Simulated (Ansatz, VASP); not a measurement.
## AlN in VASP and in Ansatz

The input INCAR:

```
PREC = Accurate
ENCUT = 520
EDIFF = 1E-7
ISMEAR = 0
SIGMA = 0.05
LREAL = F
LASPH = T
NELM = 80
ALGO = Normal
ISIF = 2
LWAVE = F
LCHARG = F
GGA = PE
NBANDS = 26
```

File KPOINTS:

```
regular mesh
0
Gamma
  6 6 6
```

The input POSCAR:

```
AlN
1.0
    4.3679871192      0.0000000000      0.0000000000
    0.0000000000     -4.3679871192      0.0000000000
    0.0000000000      0.0000000000     -4.3679871192
Al N
4 4
Direct
    0.0242825847      0.4757174153      0.5000000000
    0.5000000000      0.0000000000      0.5000000000
    0.5000000000      0.5000000000      0.0000000000
    0.0000000000      0.0000000000      0.0000000000
    0.7500000000      0.7500000000      0.7500000000
    0.2500000000      0.2500000000      0.7500000000
    0.2500000000      0.7500000000      0.2500000000
    0.7500000000      0.2500000000      0.2500000000
```

Input for Ansatz:

```yaml
crystal:
  lattice:
    - [4.3679871192, 0.0, 0.0]
    - [0.0, -4.3679871192, 0.0]
    - [0.0, 0.0, -4.3679871192]
  atoms:
    - { symbol: Al, position: [0.0242825847, 0.4757174153, 0.5] }
    - { symbol: Al, position: [0.5, 0.0, 0.5] }
    - { symbol: Al, position: [0.5, 0.5, 0.0] }
    - { symbol: Al, position: [0.0, 0.0, 0.0] }
    - { symbol: "N", position: [0.75, 0.75, 0.75] }
    - { symbol: "N", position: [0.25, 0.25, 0.75] }
    - { symbol: "N", position: [0.25, 0.75, 0.25] }
    - { symbol: "N", position: [0.75, 0.25, 0.25] }
basis:
  ecutwfc: 420
kpoints:
  mp_grid: { grid: [6, 6, 6] }
hamiltonian:
  xc: pbe
scf:
  occupations: { method: gaussian, width: 0.05 }
output:
  forces: true
  stress: true
  eigenvalues: true
```

Alike in both runs: task single point; functional PBE; k mesh 6 × 6 × 6; occupations gaussian, width 0.05 eV; no spin polarisation.

```csv
,VASP,Ansatz
version,VASP 6.6.1,Ansatz 0.2.0
potentials or method,"VASP PAW PBE potentials, release 64 (Al, N), cutoff 520 eV","scalar-relativistic, plane waves, PAW"
valence electrons in the cell,32,32
```

VASP gave:

* gap on the k mesh at the Fermi level (eV): 2.74
* least direct gap on the mesh (eV): 2.74
* pressure (GPa): 5.4
* traceless stress, the component that is largest in VASP (GPa): -2.03
* rms of the force components (eV/Å): 0.796

Task: What did Ansatz give for the same quantities?

Result: gap on the k mesh at the Fermi level (eV): 2.75; least direct gap on the mesh (eV): 2.75; pressure (GPa): 5.7; traceless stress, the component that is largest in VASP (GPa): -2.02; rms of the force components (eV/Å): 0.794.

Atom by atom the forces differ by 0.003 eV/Å (rms over components). With one functional, cell and mesh, what is left measures potentials, basis and numerics.
